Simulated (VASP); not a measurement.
Set up this calculation in VASP 6.6.1, as the native input.

```
Task                   : single point
Functional             : PBE
Potentials or basis    : VASP PAW PBE potentials, release 64 (B, H, As)
Cutoff                 : 520 eV
k mesh                 : 12 × 12 × 4
Occupations            : gaussian, width 0.1 eV
Spin                   : no spin polarisation
Dipole correction      : no
Further INCAR settings : ALGO = Normal; EDIFF = 1e-06; NBANDS = 14
```

The structure of B2AsH2 lies in POSCAR:

```
B2AsH2
1.0
    3.3403581927      0.0000000000      0.0000000000
   -1.6701790963      2.8928350526      0.0000000000
    0.0000000000      0.0000000000      9.1742538266
B H As
2 2 1
Direct
    0.3333333333      0.6666666667      0.6125937568
    0.6666666667      0.3333333333      0.3874062432
    0.0000000000      0.0000000000      0.9591001853
    0.0000000000      0.0000000000      0.0408998147
    0.0000000000      0.0000000000      0.5000000000
```

The cell was built from a structure type or drawn by symmetry, and may not be a known phase.

One way to write it, as run:

INCAR

```
SYSTEM = B2AsH2
ALGO = Normal
EDIFF = 1E-6
ENCUT = 520
GGA = PE
ISIF = 2
ISMEAR = 0
LASPH = .TRUE.
LCHARG = .FALSE.
LREAL = .FALSE.
LWAVE = .FALSE.
NBANDS = 14
NELM = 80
PREC = Accurate
SIGMA = 0.1
```

KPOINTS

```
k-points
0
G
  12 12 4
  0 0 0
```

Potentials or basis: VASP PAW PBE potentials, release 64 (B, H, As).

The run is started by

```sh
$ cat potpaw_PBE.64/B/POTCAR potpaw_PBE.64/H/POTCAR potpaw_PBE.64/As/POTCAR > POTCAR
$ mpirun -np 1 vasp_std > vasp.out
```

Results of the run:

```
Pressure               : 0.1 GPa
Largest force          : 0.032 eV/Å
Band gap on the k mesh : zero (an odd number of electrons rules out a gap without spin polarisation)
```

Caveat: this functional lacks dispersion, which binds the layers, so the pressure and a relaxed spacing across them are unreliable.

Wall time 99 s on 1 thread of Intel Xeon 8259CL (shared host), peak memory 0.28 GiB.
